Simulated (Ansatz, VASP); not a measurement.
**BP in VASP and in Ansatz**

The input INCAR:

```
ALGO = Normal
EDIFF = 1E-8
ENCUT = 420
GGA_COMPAT = F
ISIF = 2
ISMEAR = -1
LASPH = T
LCHARG = F
LEFG = T
LREAL = F
LWAVE = F
NBANDS = 11
NELM = 120
PREC = Accurate
SIGMA = 0.05
```

The input KPOINTS:

```
k-points
0
Gamma
  15 15 15
```

POSCAR

```
BP
1.0
    0.0000000000      2.2690000000      2.3143800000
    2.2690000000      0.0000000000      2.3143800000
    2.2690000000      2.2690000000      0.0000000000
B P
1 1
Direct
    0.0000000000      0.0000000000      0.0000000000
    0.7500000000      0.7500000000      0.7500000000
```

Input for Ansatz:

```yaml
crystal:
  lattice:
    - [0.0, 2.269, 2.31438]
    - [2.269, 0.0, 2.31438]
    - [2.269, 2.269, 0.0]
  atoms:
    - { symbol: B, position: [0.0, 0.0, 0.0] }
    - { symbol: P, position: [0.75, 0.75, 0.75] }
kpoints:
  mp_grid: { grid: [15, 15, 15] }
scf:
  occupations: { method: fermi_dirac, width: 0.05 }
hamiltonian:
  xc: lda
  pseudopotentials: { kind: all_electron, datasets: crystal }
output:
  forces: true
  stress: true
  eigenvalues: true
  efg: { contact_densities: true }
```

Change from the starting cell: zz strain of +2 %, crystal datasets.

Alike in both runs: task electric field gradients; functional LDA; k mesh 15 × 15 × 15; occupations fermi-dirac, width 0.05 eV; no spin polarisation.

|  | VASP | Ansatz |
| --- | --- | --- |
| version | VASP 6.6.1 | Ansatz 0.2.0 |
| potentials or method | VASP PAW LDA potentials, release 64 (B, P), cutoff 420 eV | all-electron PAW with datasets made for the crystal, scalar-relativistic |

|  | VASP | Ansatz | Ansatz less VASP |
| --- | --- | --- | --- |
| size of Vzz on the site where it differs most (V/Å²) | 0.1 | 0.2 | +0.08 |

LDA's correlation is that of Perdew and Zunger in VASP and of Perdew and Wang (1992) in Ansatz. Ansatz ran all-electron here, and VASP with PAW potentials.
